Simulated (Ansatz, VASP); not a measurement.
## Two plane-wave programs on MgS

INCAR

```
SYSTEM = MgS
  PREC = Accurate
  ENCUT = 520
  EDIFF = 1E-7
  ISMEAR = 0
  SIGMA = 0.02
  LREAL = .False.
  LASPH = .True.
  NELM = 100
  ALGO = Normal
  ISIF = 2
  LWAVE = .False.
  LCHARG = .False.
  GGA = PE
  NBANDS = 11
```

Contents of KPOINTS:

```
regular mesh
0
Gamma
  8 8 8
  0 0 0
```

Contents of POSCAR:

```
MgS
1.0
    0.0000000000      2.5614782373      2.5614782373
    2.5614782373      0.0000000000      2.5614782373
    2.5614782373      2.5614782373      0.0000000000
Mg S
1 1
Direct
    0.0000000000      0.0000000000      0.0000000000
    0.5000000000      0.5000000000      0.5000000000
```

Input for Ansatz:

```yaml
crystal:
  lattice:
    - [0.0, 2.5614782373, 2.5614782373]
    - [2.5614782373, 0.0, 2.5614782373]
    - [2.5614782373, 2.5614782373, 0.0]
  atoms:
    - { symbol: Mg, position: [0.0, 0.0, 0.0] }
    - { symbol: S, position: [0.5, 0.5, 0.5] }
basis:
  ecutwfc: 420
kpoints:
  mp_grid: { grid: [8, 8, 8] }
hamiltonian:
  xc: pbe
scf:
  occupations: { method: gaussian, width: 0.02 }
output:
  forces: true
  stress: true
  eigenvalues: true
  write_density: true
  write_potential: true
  elf: true
  volumetric_format: npy
```

Alike in both runs: task single point; functional PBE; k mesh 8 × 8 × 8; occupations gaussian, width 0.02 eV; no spin polarisation.

|  | VASP | Ansatz |
| --- | --- | --- |
| version | VASP 6.6.1 | Ansatz 0.2.0 |
| potentials or method | VASP PAW PBE potentials, release 64 (Mg, S), cutoff 520 eV | scalar-relativistic, plane waves, PAW |
| valence electrons in the cell | 8 | 16 |

Ansatz gave:

```
gap on the k mesh at the Fermi level (eV) : 2.89
least direct gap on the mesh (eV)         : 4.10
pressure (GPa)                            : 5.2
```

Estimate VASP's values.

gap on the k mesh at the Fermi level (eV): 2.88; least direct gap on the mesh (eV): 4.09; pressure (GPa): 4.9.

VASP's potentials hold 8 valence electrons a cell and Ansatz's 16, so a difference there can come from the potentials and not from the codes.
